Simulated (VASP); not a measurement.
Write the native input for VASP 6.6.1 that does the following.

| Property | Result |
| --- | --- |
| Task | single point |
| Functional | PBEsol |
| Potentials or basis | VASP PAW PBE potentials, release 64 (Sr_sv, Cd, Si, S) |
| Cutoff | 500 eV |
| k mesh | 4 × 4 × 4 |
| Occupations | gaussian, width 0.02 eV |
| Spin | no spin polarisation |
| Dipole correction | no |
| Further INCAR settings | ALGO = Normal; EDIFF = 1e-06; NBANDS = 63 |

The structure of SrCdSiS4 lies in POSCAR:

```
SrCdSiS4
1.0
   10.2539221815      0.0000000000      0.0000000000
    0.0000000000      5.0393165803      3.1591883406
    0.0000000000     -5.0393165803      3.1591883406
Sr Cd Si S
2 2 2 8
Direct
    0.0000000000      0.0014150776      0.0014150776
    0.5000000000      0.0014150776      0.0014150776
    0.7500000000      0.2745763901      0.6065954575
    0.2500000000      0.6065954575      0.2745763901
    0.7500000000      0.7076203209      0.2707787993
    0.2500000000      0.2707787993      0.7076203209
    0.4180203597      0.4650395175      0.9165283532
    0.5819796403      0.9165283532      0.4650395175
    0.0819796403      0.4650395175      0.9165283532
    0.9180203597      0.9165283532      0.4650395175
    0.7500000000      0.7135896252      0.9110167131
    0.2500000000      0.9110167131      0.7135896252
    0.7500000000      0.3239240375      0.1903327601
    0.2500000000      0.1903327601      0.3239240375
```

One way to write it, as run:

INCAR

```
  PREC = Accurate
  ENCUT = 500
  EDIFF = 1E-6
  ISMEAR = 0
  SIGMA = 0.02
  LREAL = False
  LASPH = True
  NELM = 120
  ALGO = Normal
  ISIF = 2
  LWAVE = False
  LCHARG = False
  GGA = PS
  NBANDS = 63
  GGA_COMPAT = False
```

KPOINTS

```
regular mesh
0
Gamma
  4 4 4
```

Potentials or basis: VASP PAW PBE potentials, release 64 (Sr_sv, Cd, Si, S).

Command:

```bash
$ cat potpaw_PBE.64/Sr_sv/POTCAR potpaw_PBE.64/Cd/POTCAR potpaw_PBE.64/Si/POTCAR potpaw_PBE.64/S/POTCAR > POTCAR
$ mpirun -np 1 vasp_std > vasp.out
```

Results of the run:

The pressure is 0.2 GPa. The largest force is 0.038 eV/Å. The band gap on the k mesh is 2.73 eV (least direct gap 2.79 eV).

Caveat: the PAW data sets were made with another functional, which shifts forces and pressure a little.

It took 12 min on 1 thread of Intel(R) Xeon(R) Platinum 8488C (Sapphire Rapids), on a shared host, peak memory 0.67 GiB.
